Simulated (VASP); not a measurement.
# Zr3TiC4 (Pmmm) in VASP: further runs

The runs below take Zr3TiC4 through single point, relaxation of cell and atoms, with PBE.

Everything below comes from runs of VASP 6.6.1. Logs are shortened: lines on timing, memory, paths and dates and some standing lists are left out, and cuts for length are marked.

## (1) The cell of the first run

The structure is orthorhombic, space group Pmmm (No. 47). The conventional cell has a = 3.281 Å, b = 4.627 Å, c = 6.533 Å, α = 90.00°, β = 90.00°, γ = 90.00°. Zr (site symmetry mm2) has 6 C at 2.30 to 2.33 Å within 3.0 Å. Within 3.1 Å of Zr (site symmetry mmm) lie 6 C at 2.31 to 2.37 Å. Ti (site symmetry mmm) has 6 C at 2.26 to 2.31 Å within 3.0 Å. C (site symmetry mm2) has 2 Ti at 2.26 Å and 4 Zr at 2.31 to 2.37 Å within 3.0 Å. Within 3.1 Å of C (site symmetry mmm) lie 6 Zr at 2.31 to 2.33 Å. Within 3.0 Å of C (site symmetry mmm) lie 4 Zr at 2.30 Å and 2 Ti at 2.31 Å.

## (2) Single point, PBE

Input file INCAR:

```
SYSTEM = Zr3TiC4
PREC = Accurate
ENCUT = 520
EDIFF = 1E-6
ISMEAR = 0
SIGMA = 0.1
LREAL = .False.
LASPH = .True.
NELM = 60
ALGO = Normal
ISIF = 2
LWAVE = .False.
LCHARG = .False.
GGA = PE
NBANDS = 42
```

Input file KPOINTS:

```
Automatic mesh
0
Gamma
  6 4 4
  0 0 0
```

Input file POSCAR:

```
Zr3TiC4
1.0
    3.2814248453      0.0000000000      0.0000000000
    0.0000000000      4.6265755551      0.0000000000
    0.0000000000      0.0000000000      6.5328154127
Zr Ti C
3 1 4
Direct
    0.0000000000      0.0000000000      0.7457857532
    0.0000000000      0.0000000000      0.2542142468
    0.5000000000      0.5000000000      0.0000000000
    0.5000000000      0.5000000000      0.5000000000
    0.0000000000      0.5000000000      0.2611790728
    0.0000000000      0.5000000000      0.7388209272
    0.5000000000      0.0000000000      0.0000000000
    0.5000000000      0.0000000000      0.5000000000
```

Potentials or basis: VASP PAW PBE potentials, release 64 (Zr_sv, Ti_sv, C).

Run with:

```bash
$ cat potpaw_PBE.64/Zr_sv/POTCAR potpaw_PBE.64/Ti_sv/POTCAR potpaw_PBE.64/C/POTCAR > POTCAR
$ mpirun -np 1 vasp_std > vasp.out
```

OUTCAR:

```text
SYSTEM = Zr3TiC4
   PREC = Accurate
   ENCUT = 520
   EDIFF = 1E-6
   ISMEAR = 0
   LREAL = .False.
   LASPH = .True.
   NELM = 60
   ISIF = 2
   GGA = PE

 ion  position               nearest neighbor table
   1  0.000  0.000  0.746-   8 2.30   8 2.30   6 2.31   6 2.31   7 2.33   7 2.33   2 3.21   4 3.26
                             4 3.26   4 3.26   4 3.26   3 3.29   3 3.29   3 3.29   3 3.29   2 3.32
   2  0.000  0.000  0.254-   8 2.30   8 2.30   5 2.31   5 2.31   7 2.33   7 2.33   1 3.21   4 3.26
                             4 3.26   4 3.26   4 3.26   3 3.29   3 3.29   3 3.29   3 3.29   1 3.32
   3  0.500  0.500  0.000-   7 2.31   7 2.31   5 2.37   6 2.37   5 2.37   6 2.37   4 3.27   4 3.27
                             2 3.29   2 3.29   1 3.29   2 3.29   1 3.29   1 3.29   1 3.29   2 3.29
   4  0.500  0.500  0.500-   5 2.26   6 2.26   5 2.26   6 2.26   8 2.31   8 2.31   2 3.26   2 3.26
                             1 3.26   2 3.26   1 3.26   1 3.26   1 3.26   2 3.26   3 3.27   3 3.27
   5  0.000  0.500  0.261-   4 2.26   4 2.26   2 2.31   2 2.31   3 2.37   3 2.37
   6  0.000  0.500  0.739-   4 2.26   4 2.26   1 2.31   1 2.31   3 2.37   3 2.37
   7  0.500  0.000  0.000-   3 2.31   3 2.31   1 2.33   2 2.33   1 2.33   2 2.33
   8  0.500  0.000  0.500-   1 2.30   2 2.30   1 2.30   2 2.30   4 2.31   4 2.31

  LATTYP: Found a simple orthorhombic cell.
 ALAT       =     3.2814248453
 B/A-ratio  =     1.4099288490
 C/A-ratio  =     1.9908471840

  Lattice vectors:

 A1 = (   3.2814248453,   0.0000000000,   0.0000000000)
 A2 = (   0.0000000000,   4.6265755551,   0.0000000000)
 A3 = (   0.0000000000,   0.0000000000,   6.5328154127)

Analysis of symmetry for initial positions (statically):
=====================================================================
 Subroutine PRICEL returns:
 Original cell was already a primitive cell.

 Routine SETGRP: Setting up the symmetry group for a
 simple orthorhombic supercell.

 Subroutine GETGRP returns: Found  8 space group operations
 (whereof  8 operations were pure point group operations)
 out of a pool of  8 trial point group operations.

The static configuration has the point symmetry D_2h.

Analysis of symmetry for dynamics (positions and initial velocities):
=====================================================================
 Subroutine PRICEL returns:
 Original cell was already a primitive cell.

 Routine SETGRP: Setting up the symmetry group for a
 simple orthorhombic supercell.

 Subroutine GETGRP returns: Found  8 space group operations
 (whereof  8 operations were pure point group operations)
 out of a pool of  8 trial point group operations.

[... 115 lines left out ...]
   NSW    =      0    number of steps for IOM
   IBRION =     -1    ionic relax: 0-MD 1-quasi-New 2-CG
   NFREE  =      0    steps in history (QN), initial steepest desc. (CG)
   ISIF   =      2    stress and relaxation
   ISYM   =      2    0-nonsym 1-usesym 2-fastsym
   POTIM  = 0.5000    time-step for ionic-motion
   TEBEG  =    0.0;   TEEND  =   0.0 temperature during run
   PSTRESS=    0.0 pullay stress
   NELECT =      64.0000    total number of electrons
   NUPDOWN=      -1.0000    fix difference up-down
   EMIN   =  10.00;   EMAX   =-10.00  energy-range for DOS
   EFERMI =   0.00;   METHOD = LEGACY
   ISMEAR =     0;   SIGMA  =   0.10  broadening in eV -4-tet -1-fermi 0-gaus
   EFERMI_NEDOS =   21; number of points for ismear=-14 and -15
   IALGO  =     38    algorithm
   IMIX   =      4    mixing-type and parameters
     AMIX     =   0.40;   BMIX     =  1.00
     AMIX_MAG =   1.60;   BMIX_MAG =  1.00
  volume/ion in A,a.u.               =      12.40        83.66
  Fermi-wavevector in a.u.,A,eV,Ry     =   1.414688  2.673373 27.229911  2.001342
  Thomas-Fermi vector in A             =   2.536204
   LORBIT       =      0    0 simple, 1 ext, 2 COOP (PROOUT), +10 PAW based schemes
   GGA     = PE    functional components
   LHFCALC =     F    Hartree Fock is set to
   AEXX    =    0.0000 exact exchange contribution
   IVDW    =     0    specifies the selected vdW correction
   LEPSILON=     F    determine dielectric tensor
   LRPA    =     F    only Hartree local field effects (RPA)
 non-spin polarized calculation
 Gauss-broadening in eV      SIGMA  =   0.10
  energy-cutoff  :      520.00
  volume of cell :       99.18
 maximum number of plane-waves:      2704
   NGX = 13   NGY = 17   NGZ = 25

 number of electron      64.0000005 magnetization

 Free energy of the ion-electron system (eV)
  ---------------------------------------------------
  ext. energy  EPLUGINS =         0.00000000
  ---------------------------------------------------
  free energy    TOTEN  =       -76.68720171 eV

  energy without entropy =      -76.67872086  energy(sigma->0) =      -76.68296129

 E-fermi :   9.3983     XC(G=0): -12.2013

 val. band max:        9.3819014928   @ k =   0.0000   0.2500   0.0000
 cond. band min:       9.4223713017   @ k =   0.3333   0.0000   0.5000
 fundamental gap:      0.0404698089
 Fermi energy:         9.3982513046

 k-point     1 :       0.0000    0.0000    0.0000
  band No.  band energies     occupation
      1     -47.4756      2.00000
      2     -38.6140      2.00000
      3     -38.4275      2.00000
      4     -38.4023      2.00000
      5     -23.7215      2.00000
      6     -23.7166      2.00000
[... 1069 lines left out ...]
     41      14.2243      0.00000
     42      14.6953      0.00000

 [... further k-points ...]
[... 5 lines left out ...]
  --------------------------------------------------------------------------------------
  -------------------------------------------------------------------------------------
  Total       -0.0131351     -0.0038667      0.0089357      0.0000000      0.0000000      0.0000000
  in kB       -0.2121878     -0.0624634      0.1443506      0.0000000      0.0000000      0.0000000
  external PRESSURE =      -0.0434335 kB  Pullay stress =       0.0000000 kB

 VOLUME and BASIS-vectors are now :
 -----------------------------------------------------------------------------
  energy-cutoff  :      520.00
  volume of cell :       99.18
      direct lattice vectors                 reciprocal lattice vectors
     3.281424845  0.000000000  0.000000000     0.304745666  0.000000000  0.000000000
     0.000000000  4.626575555  0.000000000     0.000000000  0.216142585  0.000000000
     0.000000000  0.000000000  6.532815413     0.000000000  0.000000000  0.153073359

 POSITION                                       TOTAL-FORCE (eV/Angst)
 -----------------------------------------------------------------------------------
      0.00000      0.00000      4.87208        -0.000000      0.000000      0.003490
      0.00000      0.00000      1.66073         0.000000      0.000000     -0.003490
      1.64071      2.31329      0.00000         0.000000      0.000000      0.000000
      1.64071      2.31329      3.26641         0.000000      0.000000      0.000000
      0.00000      2.31329      1.70623        -0.000000      0.000000      0.000081
      0.00000      2.31329      4.82658         0.000000      0.000000     -0.000081
      1.64071      0.00000      0.00000         0.000000      0.000000      0.000000
      1.64071      0.00000      3.26641         0.000000      0.000000      0.000000
 -----------------------------------------------------------------------------------
    total drift:                                0.000000     -0.000000     -0.000000

  FREE ENERGIE OF THE ION-ELECTRON SYSTEM (eV)
  ---------------------------------------------------
  free  energy   TOTEN  =       -76.6872017141 eV

  energy  without entropy=      -76.6787208634  energy(sigma->0) =      -76.68296129
```

It took 94 s on 1 thread of AMD EPYC 9R45 (Zen 5), shared host; peak memory 0.24 GiB.

What came out:

```
Free energy            : -76.6872 eV
Pressure               : 0.0 GPa
Largest force          : 0.003 eV/Å
Band gap on the k mesh : zero (bands 32 and 33 overlap by 1.29 eV)
```

Forces in eV/Å, atoms in the order of the input:
```
Zr   0.000  0.000  0.003
Zr   0.000  0.000 -0.003
Zr   0.000  0.000  0.000
Ti   0.000  0.000  0.000
C    0.000  0.000  0.000
C    0.000  0.000  0.000
C    0.000  0.000  0.000
C    0.000  0.000  0.000
```

## (3) Single point, PBE

This run uses another cell than the first one, of 14.53 Å³/atom.

Input file INCAR:

```
SYSTEM = Zr3TiC4
PREC = Accurate
ENCUT = 520
EDIFF = 1E-7
ISMEAR = 0
SIGMA = 0.1
LREAL = .FALSE.
LASPH = .TRUE.
NELM = 60
ALGO = Normal
ISIF = 2
LWAVE = .FALSE.
LCHARG = .FALSE.
GGA = PE
NBANDS = 42
```

Input file KPOINTS:

```
Automatic mesh
0
G
  6 4 4
  0 0 0
```

Input file POSCAR:

```
Zr3TiC4
1.0
    3.4511668400      0.0000000000      0.0000000000
    0.0000000000      4.8806869600      0.0000000000
    0.0000000000      0.0000000000      6.9023336900
Zr Ti C
3 1 4
Direct
    0.0000000000      0.0000000000      0.7500000000
    0.0000000000      0.0000000000      0.2500000000
    0.5000000000      0.5000000000      0.0000000000
    0.5000000000      0.5000000000      0.5000000000
    0.0000000000      0.5000000000      0.2500000000
    0.0000000000      0.5000000000      0.7500000000
    0.5000000000      0.0000000000      0.0000000000
    0.5000000000      0.0000000000      0.5000000000
```

Potentials or basis: VASP PAW PBE potentials, release 64 (Zr_sv, Ti_sv, C).

Run with:

```bash
$ cat potpaw_PBE.64/Zr_sv/POTCAR potpaw_PBE.64/Ti_sv/POTCAR potpaw_PBE.64/C/POTCAR > POTCAR
$ mpirun -np 1 vasp_std > vasp.out
```

OUTCAR:

```text
SYSTEM = Zr3TiC4
   PREC = Accurate
   ENCUT = 520
   EDIFF = 1E-7
   ISMEAR = 0
   LREAL = .FALSE.
   LASPH = .TRUE.
   NELM = 60
   ISIF = 2
   GGA = PE

 ion  position               nearest neighbor table
   1  0.000  0.000  0.750-   7 2.44   8 2.44   7 2.44   8 2.44   6 2.44   6 2.44   3 3.45   3 3.45
                             3 3.45   3 3.45   2 3.45   2 3.45
   2  0.000  0.000  0.250-   7 2.44   8 2.44   7 2.44   8 2.44   5 2.44   5 2.44   3 3.45   3 3.45
                             3 3.45   3 3.45   1 3.45   1 3.45
   3  0.500  0.500  0.000-   5 2.44   6 2.44   5 2.44   6 2.44   7 2.44   7 2.44   2 3.45   2 3.45
                             1 3.45   2 3.45   1 3.45   1 3.45   1 3.45   2 3.45
   4  0.500  0.500  0.500-   5 2.44   6 2.44   5 2.44   6 2.44   8 2.44   8 2.44
   5  0.000  0.500  0.250-   3 2.44   4 2.44   3 2.44   4 2.44   2 2.44   2 2.44
   6  0.000  0.500  0.750-   3 2.44   4 2.44   3 2.44   4 2.44   1 2.44   1 2.44
   7  0.500  0.000  0.000-   1 2.44   2 2.44   1 2.44   2 2.44   3 2.44   3 2.44
   8  0.500  0.000  0.500-   1 2.44   2 2.44   1 2.44   2 2.44   4 2.44   4 2.44

  LATTYP: Found a simple orthorhombic cell.
 ALAT       =     3.4511668400
 B/A-ratio  =     1.4142135649
 C/A-ratio  =     2.0000000029

  Lattice vectors:

 A1 = (   3.4511668400,   0.0000000000,   0.0000000000)
 A2 = (   0.0000000000,   4.8806869600,   0.0000000000)
 A3 = (   0.0000000000,   0.0000000000,   6.9023336900)

Analysis of symmetry for initial positions (statically):
=====================================================================
 Subroutine PRICEL returns:
 Original cell was already a primitive cell.

 Routine SETGRP: Setting up the symmetry group for a
 simple orthorhombic supercell.

 Subroutine GETGRP returns: Found  8 space group operations
 (whereof  8 operations were pure point group operations)
 out of a pool of  8 trial point group operations.

The static configuration has the point symmetry D_2h.

Analysis of symmetry for dynamics (positions and initial velocities):
=====================================================================
 Subroutine PRICEL returns:
[... 144 lines left out ...]
  Thomas-Fermi vector in A             =   2.469908
   LORBIT       =      0    0 simple, 1 ext, 2 COOP (PROOUT), +10 PAW based schemes
   GGA     = PE    functional components
   LHFCALC =     F    Hartree Fock is set to
   AEXX    =    0.0000 exact exchange contribution
   IVDW    =     0    specifies the selected vdW correction
   LEPSILON=     F    determine dielectric tensor
   LRPA    =     F    only Hartree local field effects (RPA)
 non-spin polarized calculation
 Gauss-broadening in eV      SIGMA  =   0.10
  energy-cutoff  :      520.00
  volume of cell :      116.26
 maximum number of plane-waves:      3190
 NGX is ok and might be reduce to    28
   NGX = 13   NGY = 19   NGZ = 25

 number of electron      64.0000004 magnetization

 Free energy of the ion-electron system (eV)
  ---------------------------------------------------
  ext. energy  EPLUGINS =         0.00000000
  ---------------------------------------------------
  free energy    TOTEN  =       -75.07826830 eV

  energy without entropy =      -75.06849492  energy(sigma->0) =      -75.07338161

 E-fermi :   7.6658     XC(G=0): -11.4280

 val. band max:        7.6488575669   @ k =   0.0000   0.0000   0.2500
 cond. band min:       7.6662542292   @ k =   0.5000   0.0000   0.0000
 fundamental gap:      0.0173966623
 Fermi energy:         7.6657605901

 k-point     1 :       0.0000    0.0000    0.0000
  band No.  band energies     occupation
      1     -49.7444      2.00000
      2     -40.8785      2.00000
      3     -40.8181      2.00000
      4     -40.8171      2.00000
      5     -25.9362      2.00000
      6     -25.9348      2.00000
[... 1069 lines left out ...]
     41      11.6199      0.00000
     42      12.0171      0.00000

 [... further k-points ...]
[... 5 lines left out ...]
  --------------------------------------------------------------------------------------
  -------------------------------------------------------------------------------------
  Total      -17.9490459    -18.6029423    -18.8045135      0.0000000      0.0000000      0.0000000
  in kB     -247.3483912   -256.3594681   -259.1372377      0.0000000      0.0000000      0.0000000
  external PRESSURE =    -254.2816990 kB  Pullay stress =       0.0000000 kB

 VOLUME and BASIS-vectors are now :
 -----------------------------------------------------------------------------
  energy-cutoff  :      520.00
  volume of cell :      116.26
      direct lattice vectors                 reciprocal lattice vectors
     3.451166840  0.000000000  0.000000000     0.289757072  0.000000000  0.000000000
     0.000000000  4.880686960  0.000000000     0.000000000  0.204889190  0.000000000
     0.000000000  0.000000000  6.902333690     0.000000000  0.000000000  0.144878536

 POSITION                                       TOTAL-FORCE (eV/Angst)
 -----------------------------------------------------------------------------------
      0.00000      0.00000      5.17675         0.000000      0.000000     -0.431118
      0.00000      0.00000      1.72558         0.000000      0.000000      0.431118
      1.72558      2.44034      0.00000         0.000000      0.000000      0.000000
      1.72558      2.44034      3.45117         0.000000      0.000000      0.000000
      0.00000      2.44034      1.72558         0.000000      0.000000      0.517686
      0.00000      2.44034      5.17675         0.000000      0.000000     -0.517686
      1.72558      0.00000      0.00000         0.000000      0.000000      0.000000
      1.72558      0.00000      3.45117         0.000000      0.000000      0.000000
 -----------------------------------------------------------------------------------
    total drift:                                0.000000      0.000000      0.000000

  FREE ENERGIE OF THE ION-ELECTRON SYSTEM (eV)
  ---------------------------------------------------
  free  energy   TOTEN  =       -75.0782682971 eV

  energy  without entropy=      -75.0684949196  energy(sigma->0) =      -75.07338161
```

OSZICAR:

```text
N       E                     dE             d eps       ncg     rms          rms(c)
DAV:   1     0.695211627758E+03    0.69521E+03   -0.32219E+04  3024   0.158E+03
DAV:   2    -0.232487631418E+01   -0.69754E+03   -0.66529E+03  3238   0.471E+02
DAV:   3    -0.865292948511E+02   -0.84204E+02   -0.81335E+02  4806   0.140E+02
DAV:   4    -0.923246264463E+02   -0.57953E+01   -0.57815E+01  4432   0.338E+01
[... 10 lines left out ...]
DAV:  15    -0.750782686514E+02    0.46755E-04   -0.29207E-04  4562   0.939E-02    0.214E-02
DAV:  16    -0.750782689997E+02   -0.34826E-06   -0.27043E-05  4192   0.325E-02    0.657E-03
DAV:  17    -0.750782688700E+02    0.12966E-06   -0.58141E-06  4600   0.138E-02    0.671E-03
DAV:  18    -0.750782683303E+02    0.53974E-06   -0.27018E-06  4064   0.106E-02    0.255E-03
DAV:  19    -0.750782682971E+02    0.33151E-07   -0.34811E-07  3520   0.386E-03
   1 F= -.75078268E+02 E0= -.75073382E+02  d E =-.977338E-02
```

stdout:

```text
POSCAR found type information on POSCAR ZrTiC
 POSCAR found :  3 types and       8 ions
 scaLAPACK will be used
 LDA part: xc-table for (Slater+PW92), standard interpolation
 POSCAR, INCAR and KPOINTS ok, starting setup
 FFT: planning ... GRIDC
 FFT: planning ... GRID_SOFT
 FFT: planning ... GRID
 WAVECAR not read
 entering main loop
```

Run time: 2.3 min. Hardware: 1 thread of AMD EPYC 9R45 (Zen 5), shared host; peak memory 0.28 GiB.

Results:

* Free energy: -75.0783 eV
* Pressure: -25.4 GPa
* Largest force: 0.518 eV/Å
* Band gap on the k mesh: zero (bands 32 and 33 overlap by 1.10 eV)

Forces in eV/Å, atoms in the order of the input:
```
Zr   0.000  0.000 -0.431
Zr   0.000  0.000  0.431
Zr   0.000  0.000  0.000
Ti   0.000  0.000  0.000
C    0.000  0.000  0.518
C    0.000  0.000 -0.518
C    0.000  0.000  0.000
C    0.000  0.000  0.000
```

Stress tensor (GPa, compression positive):
```
-24.73   0.00   0.00
  0.00 -25.64   0.00
  0.00   0.00 -25.91
```

Levels at points of the mesh, in eV from the Fermi level:
| k point | band 28 | band 29 | band 30 | band 31 | band 32 | band 33 | band 34 | band 35 | band 36 | band 37 |
| --- | --- | --- | --- | --- | --- | --- | --- | --- | --- | --- |
| (0.00, 0.00, 0.00) | -1.19 | -0.03 | -0.02 | 0.80 | 0.84 | 0.87 | 1.03 | 1.04 | 1.05 | 1.69 |
| (0.50, 0.00, 0.00) | -1.91 | -1.20 | -1.15 | -0.15 | 0.00 | 0.00 | 0.10 | 1.75 | 1.95 | 2.28 |
| (0.00, 0.50, 0.00) | -2.17 | -0.33 | -0.31 | -0.30 | -0.29 | -0.27 | -0.26 | 1.88 | 2.12 | 2.31 |
| (0.50, 0.50, 0.00) | -2.26 | -2.26 | -2.04 | -2.02 | -2.01 | 1.84 | 1.97 | 2.05 | 3.06 | 3.07 |
| (0.00, 0.00, 0.50) | -1.33 | -1.11 | -1.05 | -0.85 | -0.72 | 0.95 | 0.96 | 1.56 | 1.58 | 1.94 |
| (0.50, 0.00, 0.50) | -1.41 | -1.40 | -1.31 | -1.22 | -1.21 | 0.74 | 1.04 | 1.07 | 1.26 | 1.99 |
| (0.00, 0.50, 0.50) | -1.69 | -1.69 | -1.67 | -1.51 | -1.43 | 0.99 | 1.66 | 1.89 | 1.91 | 2.02 |
| (0.50, 0.50, 0.50) | -2.10 | -2.07 | -2.07 | -2.06 | -1.70 | 1.71 | 1.89 | 2.03 | 2.51 | 3.09 |

Caveat: the cell stands under tension.

(Continued in part 2 of 2.)

The gap in the log of VASP goes by the Fermi energy; the results here count the filled bands.